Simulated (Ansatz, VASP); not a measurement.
## One calculation of GaN, two programs

```xyz
4
Lattice="3.1673 0.0000 0.0000 -1.5836 2.7429 0.0000 0.0000 0.0000 5.1770" Properties=species:S:1:pos:R:3 pbc="T T T"
Ga    0.0000    1.8286   -0.0027
Ga    1.5836    0.9143    2.5858
N     0.0000    1.8286    1.9441
N     1.5836    0.9143    4.5325
```

Alike in both runs: functional LDA; k mesh 9 × 9 × 6; no spin polarisation.

Ansatz relaxed the structure, and its values are those at the end. VASP's run is a single point on that final structure, the one shown.

|  | VASP | Ansatz |
| --- | --- | --- |
| version | VASP 6.6.1 | Ansatz 0.2.0 |
| potentials or method | VASP PAW LDA potentials, release 64 (Ga_d, N_h) | scalar-relativistic, plane waves, PAW |
| plane-wave cutoff (eV) | 910 | 420 |
| occupations | gaussian, width 0.01 eV | fixed |
| valence electrons in the cell | 36 | 36 |

VASP gave:

```
gap on the k mesh at the Fermi level (eV) : 2.02
least direct gap on the mesh (eV)         : 2.02
```

Problem. Estimate Ansatz's values.

Solution. gap on the k mesh at the Fermi level (eV): 2.00; least direct gap on the mesh (eV): 2.00.

LDA's correlation is that of Perdew and Zunger in VASP and of Perdew and Wang (1992) in Ansatz. Ansatz's warnings: stress scf threshold loose.

Noted on VASP's run: the cutoff is short for stress, so the pressure is rough.
